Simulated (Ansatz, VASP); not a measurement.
**TiO2: VASP beside Ansatz**

```
Ti O
1.0
     3.01182    0.00000    0.00000
    -1.50591    2.60832    0.00000
     0.00000    0.00000    4.59726
Ti O
1 2
Direct
  0.00000 0.00000 0.00000
  0.33333 0.66667 0.33938
  0.33333 0.66667 0.66062
```

Alike in both runs: task relaxation of cell and atoms; functional PBE; k mesh 6 × 6 × 4; occupations gaussian, width 0.1 eV; collinear spin.

|  | VASP | Ansatz |
| --- | --- | --- |
| version | VASP 6.6.1 | Ansatz 0.2.0 |
| potentials or method | VASP PAW PBE potentials, release 64 (Ti_sv, O), cutoff 600 eV | scalar-relativistic, plane waves, PAW |
| valence electrons in the cell | 24 | 24 |

VASP gave:

```
gap on the k mesh at the Fermi level, each at its own relaxed structure (eV) : 0.99
net moment per atom (μB)                                                     : 0.00
relaxed volume (Å³/atom)                                                     : 13.05
relaxed cell length with the largest relative difference (Å)                 : 5.447
```

Problem. Estimate Ansatz's values.

Solution. gap on the k mesh at the Fermi level, each at its own relaxed structure (eV): 1.15; net moment per atom (μB): 0.00; relaxed volume (Å³/atom): 13.96; relaxed cell length with the largest relative difference (Å): 5.819.

One of these differences is far larger than is usual between the two programs; its cause wasn't traced. Ansatz's warnings: seeded moment not kept.
